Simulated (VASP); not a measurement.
A run of VASP 6.6.1:

Contents of INCAR:

```
SYSTEM = Mg4Cd
PREC = Accurate ; ENCUT = 520
EDIFF = 1E-6 ; ISMEAR = 0
SIGMA = 0.1 ; LREAL = .False.
LASPH = .True. ; NELM = 60
ALGO = Fast ; ISIF = 2
LWAVE = .False. ; LCHARG = .False.
GGA = PE ; NBANDS = 18
```

KPOINTS

```
Automatic mesh
0
Gamma
  10 10 8
  0 0 0
```

Contents of POSCAR:

```
Mg4Cd
1.0
    2.3873985483     -5.3622159795      0.0000000000
    2.3873985483      5.3622159795      0.0000000000
    0.0000000000      0.0000000000      4.8082690242
Mg Cd
4 1
Direct
    0.1505719619      0.8494280381      0.0000000000
    0.3452618097      0.6547381903      0.5000000000
    0.8494280381      0.1505719619      0.0000000000
    0.6547381903      0.3452618097      0.5000000000
    0.0000000000      0.0000000000      0.5000000000
```

Potentials or basis: VASP PAW PBE potentials, release 64 (Mg, Cd).

The run is started by

```sh
$ cat potpaw_PBE.64/Mg/POTCAR potpaw_PBE.64/Cd/POTCAR > POTCAR
$ mpirun -np 1 vasp_std > vasp.out
```

Hardware: 1 thread of Oxide Virtual Turin-like Processor, on a shared host.

Task: How long does it take, and how much memory?

Result: Run time: 8.2 min on 1 thread of Oxide Virtual Turin-like Processor, with other jobs on the host, peak memory 0.49 GiB. Counts: scf iterations 11, k points 155.
